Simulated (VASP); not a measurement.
Te, 3 atoms in the cell. The structure is hexagonal, space group P6/mmm (No. 191). The conventional cell has a = 5.587 Å, b = 5.587 Å, c = 3.285 Å, α = 90.00°, β = 90.00°, γ = 120.00°. Within 4.3 Å of Te (site symmetry 6/mmm) lie 14 Te at 3.28 to 3.62 Å. Within 4.2 Å of Te (site symmetry -6m2) lie 11 Te at 3.23 to 3.62 Å. This isn't the form of Te at room conditions, which is trigonal, of chains.

| Property | Result |
| --- | --- |
| Program | VASP 6.6.1 |
| Task | single point |
| Functional | revPBE |
| Potentials or basis | VASP PAW PBE potentials, release 64 (Te) |
| Cutoff | 500 eV |
| k mesh | 9 × 9 × 13 |
| Occupations | fermi-dirac, width 0.1 eV |
| Spin | no spin polarisation |
| Dipole correction | no |
| Further INCAR settings | ALGO = Normal; EDIFF = 1e-06; NBANDS = 16 |

Potentials or basis: VASP PAW PBE potentials, release 64 (Te).

Run with:

```bash
$ cat potpaw_PBE.64/Te/POTCAR > POTCAR
$ mpirun -np 1 vasp_std > vasp.out
```

Hardware: 1 thread of Oxide Virtual Turin-like Processor (shared host).

Q: How long does it take, and how much memory?

A: It took 2.7 min on 1 thread of Oxide Virtual Turin-like Processor, on a shared host, peak memory 0.21 GiB. Counts: scf iterations 13, k points 84.
